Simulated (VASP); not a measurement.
CsSnI3, 5 atoms in the cell. It takes space group Pm-3m (No. 221, cubic). The conventional cell has a = 6.327 Å, b = 6.327 Å, c = 6.327 Å, α = 90.00°, β = 90.00°, γ = 90.00°. Within 5.9 Å of Cs (site symmetry m-3m) lie 12 I at 4.47 Å and 8 Sn at 5.48 Å. Within 4.2 Å of I (site symmetry 4/mmm) lie 2 Sn at 3.16 Å. Within 4.2 Å of Sn (site symmetry m-3m) lie 6 I at 3.16 Å.  This cell differs from its parent crystal: volume scaled by 1.06.

| Property | Result |
| --- | --- |
| Program | VASP 6.6.1 |
| Task | single point |
| Functional | PBEsol |
| Potentials or basis | VASP PAW PBE potentials, release 64 (Cs_sv, I, Sn_d) |
| Cutoff | 520 eV |
| k mesh | 5 × 5 × 5 |
| Occupations | fermi-dirac, width 0.05 eV |
| Spin | no spin polarisation |
| Dipole correction | no |
| Further INCAR settings | ALGO = Normal; EDIFF = 1e-06; NBANDS = 30 |

Potentials or basis: VASP PAW PBE potentials, release 64 (Cs_sv, I, Sn_d).

Run with:

```bash
$ cat potpaw_PBE.64/Cs_sv/POTCAR potpaw_PBE.64/I/POTCAR potpaw_PBE.64/Sn_d/POTCAR > POTCAR
$ mpirun -np 1 vasp_std > vasp.out
```

Hardware: 1 thread of Intel(R) Xeon(R) 6975P-C (Granite Rapids), with other jobs on the host.

Question: Estimate the wall time of this run.

Answer: It took 40 s on 1 thread of Intel(R) Xeon(R) 6975P-C (Granite Rapids) (shared host), peak memory 0.35 GiB. Counts: scf iterations 13, k points 10.
